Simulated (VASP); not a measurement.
# SrAl3O2 (P-3m1) in VASP: notebook, part 2 of 2

VASP 6.6.1.

### Step 4. Relaxation of cell and atoms, PBE

The input, INCAR:

```
  ALGO = Normal
  EDIFF = 1E-7
  EDIFFG = -0.01
  ENCUT = 600
  GGA = PE
  IBRION = 2
  ISIF = 3
  ISMEAR = 0
  LASPH = T
  LCHARG = F
  LREAL = F
  LWAVE = F
  NELM = 60
  NSW = 100
  PREC = Accurate
  SIGMA = 0.1
```

The input, KPOINTS:

```
k-points
0
Gamma
  12 12 4
```

The input, POSCAR:

```
SrAl3O2
1.0
    3.0757661325      0.0000000000      0.0000000000
   -1.5378830663      2.6636916069      0.0000000000
    0.0000000000      0.0000000000     10.3456784847
Sr Al O
1 3 2
Direct
    0.0000000000      0.0000000000      0.0000000000
    0.6666666667      0.3333333333      0.2939331153
    0.3333333333      0.6666666667      0.7060668847
    0.0000000000      0.0000000000      0.5000000000
    0.6666666667      0.3333333333      0.8027270804
    0.3333333333      0.6666666667      0.1972729196
```

Potentials or basis: VASP PAW PBE potentials, release 64 (Sr_sv, Al, O).

On the command line:

```sh
> cat potpaw_PBE.64/Sr_sv/POTCAR potpaw_PBE.64/Al/POTCAR potpaw_PBE.64/O/POTCAR > POTCAR
> mpirun -np 1 vasp_std > vasp.out
```

OUTCAR:

```text
EDIFF = 1E-7
   EDIFFG = -0.01
   ENCUT = 600
   GGA = PE
   IBRION = 2
   ISIF = 3
   ISMEAR = 0
   LASPH = T
   LREAL = F
   NELM = 60
   NSW = 100
   PREC = Accurate

 ion  position               nearest neighbor table
   1  0.000  0.000  0.000-   5 2.71   6 2.71   5 2.71   6 2.71   5 2.71   6 2.71   2 3.52   3 3.52
                             3 3.52   2 3.52   2 3.52   3 3.52
   2  0.667  0.333  0.294-   6 2.04   6 2.04   6 2.04   4 2.77   4 2.77   4 2.77   1 3.52   1 3.52
                             1 3.52
   3  0.333  0.667  0.706-   5 2.04   5 2.04   5 2.04   4 2.77   4 2.77   4 2.77   1 3.52   1 3.52
                             1 3.52
   4  0.000  0.000  0.500-   2 2.77   3 2.77   2 2.77   3 2.77   2 2.77   3 2.77
   5  0.667  0.333  0.803-   3 2.04   3 2.04   3 2.04   1 2.71   1 2.71   1 2.71
   6  0.333  0.667  0.197-   2 2.04   2 2.04   2 2.04   1 2.71   1 2.71   1 2.71

  LATTYP: Found a hexagonal cell.
 ALAT       =     3.0757661325
 C/A-ratio  =     3.3636102483

  Lattice vectors:

 A1 = (   3.0757661325,   0.0000000000,   0.0000000000)
 A2 = (  -1.5378830663,   2.6636916069,   0.0000000000)
 A3 = (   0.0000000000,   0.0000000000,  10.3456784847)

Analysis of symmetry for initial positions (statically):
=====================================================================
 Subroutine PRICEL returns:
[... 188 lines left out ...]
  -------------------------------------------------------------------------------------
  Total       -0.3088630     -0.3088630     -0.7633961      0.0000000     -0.0000000      0.0000000
  in kB       -5.8382167     -5.8382167    -14.4299313      0.0000000     -0.0000000      0.0000000
  external PRESSURE =      -8.7021215 kB  Pullay stress =       0.0000000 kB
[... 267 lines left out ...]
--------------------------------------- Ionic step        8  -------------------------------------------

 number of electron      30.9999997 magnetization

 Free energy of the ion-electron system (eV)
  ---------------------------------------------------
  ext. energy  EPLUGINS =         0.00000000
  ---------------------------------------------------
  free energy    TOTEN  =       -30.34902345 eV

  energy without entropy =      -30.33428712  energy(sigma->0) =      -30.34165528

 E-fermi :   7.9746     XC(G=0): -10.6263

 val. band max:        7.9741726477   @ k =   0.4167   0.1667   0.0000
 cond. band min:       7.9999018075   @ k =   0.4167  -0.0000   0.0000
 fundamental gap:      0.0257291598
 Fermi energy:         7.9745828081

 k-point     1 :       0.0000    0.0000    0.0000
  band No.  band energies     occupation
      1     -28.5279      2.00000
      2     -13.6840      2.00000
      3     -13.2698      2.00000
      4     -10.0620      2.00000
      5      -9.2560      2.00000
      6      -9.2560      2.00000
[... 505 lines left out ...]
      6      -9.4113      2.00000
[... 11 lines left out ...]
     18      10.1200      0.00000
     19      11.5038      0.00000

 [... further k-points ...]

------------------------ aborting loop because EDIFF is reached ----------------------------------------

  FORCE on cell =-STRESS in cart. coord.  units (eV):
  Direction    XX          YY          ZZ          XY          YZ          ZX
  --------------------------------------------------------------------------------------
  -------------------------------------------------------------------------------------
  Total       -0.0362924     -0.0362924      0.0036755      0.0000000     -0.0000000      0.0000000
  in kB       -0.6919984     -0.6919984      0.0700827      0.0000000     -0.0000000      0.0000000
  external PRESSURE =      -0.4379714 kB  Pullay stress =       0.0000000 kB
[... 21 lines left out ...]
  FREE ENERGIE OF THE ION-ELECTRON SYSTEM (eV)
  ---------------------------------------------------
  free  energy   TOTEN  =       -30.3490234465 eV

  energy  without entropy=      -30.3342871168  energy(sigma->0) =      -30.34165528

 reached required accuracy - stopping structural energy minimisation
```

CONTCAR:

```text
SrAl3O2
   1.00000000000000
     3.0731155347223953    0.0000000000000505    0.0000000000000000
    -1.5365577674111106    2.6613961218892102   -0.0000000000000000
     0.0000000000000000   -0.0000000000000000   10.2738301764638553
  Sr              Al              O
     1     3     2
Direct
     1.0000000000000000    0.0000000000000000    0.0000000000000000
     0.6666666667000030    0.3333333332999970    0.2951799687362679
     0.3333333332999970    0.6666666667000030    0.7048200312637322
     1.0000000000000000    0.0000000000000000    0.5000000000000000
     0.6666666667000030    0.3333333332999970    0.8023554489622747
     0.3333333332999970    0.6666666667000030    0.1976445510377251

  0.00000000E+00  0.00000000E+00  0.00000000E+00
  0.00000000E+00  0.00000000E+00  0.00000000E+00
  0.00000000E+00  0.00000000E+00  0.00000000E+00
  0.00000000E+00  0.00000000E+00  0.00000000E+00
  0.00000000E+00  0.00000000E+00  0.00000000E+00
  0.00000000E+00  0.00000000E+00  0.00000000E+00
```

It took 5.6 min on 1 thread of Intel Xeon 6975P-C (Granite Rapids), shared host; peak memory 0.36 GiB.

What came out:

| Property | Result |
| --- | --- |
| Free energy | -30.3490 eV |
| Relaxed volume | 14.00 Å³/atom |
| Relaxed cell | a = 3.073 Å, b = 3.073 Å, c = 10.274 Å, α = 90.00°, β = 90.00°, γ = 120.00° |
| Space group after relaxing (to 0.1 Å) | P-3m1 (No. 164) |
| Energy gained by relaxing | 0.7 meV/atom |
| Ionic steps | 8 |
| Pressure after relaxing | 0.0 GPa |
| Largest force after relaxing | 0.008 eV/Å |
| Band gap on the k mesh | zero (an odd number of electrons rules out a gap without spin polarisation) |

Forces on the atoms (eV/Å):
```
Sr   0.000  0.000  0.000
Al   0.000  0.000  0.005
Al   0.000  0.000 -0.005
Al   0.000  0.000  0.000
O    0.000  0.000 -0.008
O    0.000  0.000  0.008
```

Step by step:
```csv
step,energy change (eV),largest force (eV/Å),pressure (GPa),volume (Å³)
1,0.0000,0.0922,-0.87,84.76
2,-0.0035,0.0845,0.18,83.82
3,-0.0035,0.0842,0.17,83.84
4,-0.0042,0.0352,0.09,83.89
5,-0.0043,0.0200,0.04,83.93
6,-0.0043,0.0210,0.04,83.93
7,-0.0044,0.0149,0.00,83.97
8,-0.0044,0.0081,-0.04,84.03
```

Final structure:
```xyz
6
Lattice="3.0731 0.0000 0.0000 -1.5366 2.6614 0.0000 0.0000 0.0000 10.2738" Properties=species:S:1:pos:R:3 pbc="T T T"
Sr    3.0731    0.0000    0.0000
Al    1.5366    0.8871    3.0326
Al    0.0000    1.7743    7.2412
Al    3.0731    0.0000    5.1369
O     1.5366    0.8871    8.2433
O     0.0000    1.7743    2.0306
```

Levels at points of the mesh, in eV from the Fermi level:
```csv
k point,band 14,band 15,band 16,band 17,band 18,band 19
"(0.00, 0.00, 0.00)",-4.01,-1.65,-0.30,1.38,3.23,3.26
"(0.50, 0.00, 0.00)",-4.17,-1.79,-1.28,-0.80,2.14,3.30
"(0.00, 0.00, 0.50)",-4.66,-0.80,-0.45,0.66,3.26,3.26
"(0.50, 0.00, 0.50)",-4.33,-2.11,-1.00,-0.61,2.26,2.52
```

Caveat: an odd number of electrons without spin polarisation forces a metal; a magnetic or distorted state may lie lower.

### Step 5. Overview

| task | spin | cell | k mesh | cutoff (eV) | gap on the mesh (eV) | pressure (GPa) | relaxed volume (Å³/atom) | largest force (eV/Å) |
| --- | --- | --- | --- | --- | --- | --- | --- | --- |
| single point | collinear, ferromagnetic start | a = 3.076, b = 3.076, c = 10.346 Å, angles 90.0, 90.0, 120.0°, 6 atoms, atomic positions A | 6 × 6 × 2 | 520 | none | -0.3 | - | 0.13 |
| relaxation of cell and atoms | off | relaxed from a = 4.306, b = 4.306, c = 6.913 Å, angles 90.0, 90.0, 120.0°, 6 atoms, atomic positions B | 6 × 6 × 4 | 600 | none | 0.1 | 13.92 | 0.02 |
| relaxation of cell and atoms | off | relaxed from a = 3.076, b = 3.076, c = 10.346 Å, angles 90.0, 90.0, 120.0°, 6 atoms, atomic positions A | 12 × 12 × 4 | 600 | none | 0.0 | 14.00 | 0.01 |

Alike in all rows: level PBE; potentials or basis VASP PAW PBE potentials, release 64 (Sr_sv, Al, O); smearing gaussian 0.1 eV.

Caveats: some runs use coarse meshes; an odd number of electrons without spin polarisation forces a metal (at least some runs); a magnetic or distorted state may lie lower (at least some runs); the volume moved by over 15 % at a fixed basis, so the end points are rough (at least some runs).

Absolute energies hang on the potentials; compare differences alone.
